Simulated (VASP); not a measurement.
Input of a VASP 6.6.1 run:

INCAR

```
PREC = Accurate ; ENCUT = 520
EDIFF = 1E-7 ; ISMEAR = -1
SIGMA = 0.05 ; LREAL = F
LASPH = T ; NELM = 80
ALGO = Fast ; ISIF = 2
LWAVE = F ; LCHARG = F
GGA = PS ; NBANDS = 34
```

KPOINTS

```
Automatic mesh
0
Gamma
  7 7 6
```

POSCAR

```
Ga
1.0
    2.2615000000     -3.8305000000      0.0000000000
    2.2615000000      3.8305000000      0.0000000000
    0.0000000000      0.0000000000      4.5240000000
Ga
4
Direct
    0.3451000000      0.6549000000      0.4190000000
    0.1549000000      0.8451000000      0.9190000000
    0.6549000000      0.3451000000      0.5810000000
    0.8451000000      0.1549000000      0.0810000000
```

Potentials or basis: VASP PAW PBE potentials, release 64 (Ga_d).

Command:

```console
$ cat potpaw_PBE.64/Ga_d/POTCAR > POTCAR
$ mpirun -np 1 vasp_std > vasp.out
```

(1) Predict the band gap on the k mesh.

(2) Estimate the largest force.

(3) Predict the pressure.

Results:

(1) zero (band 26 reaches 5.28 eV, above the bottom of band 27 at 3.98 eV).

(2) 0.119 eV/Å.

(3) -1.5 GPa.

Caveat: the PAW data sets were made with another functional, which shifts forces and pressure a little.
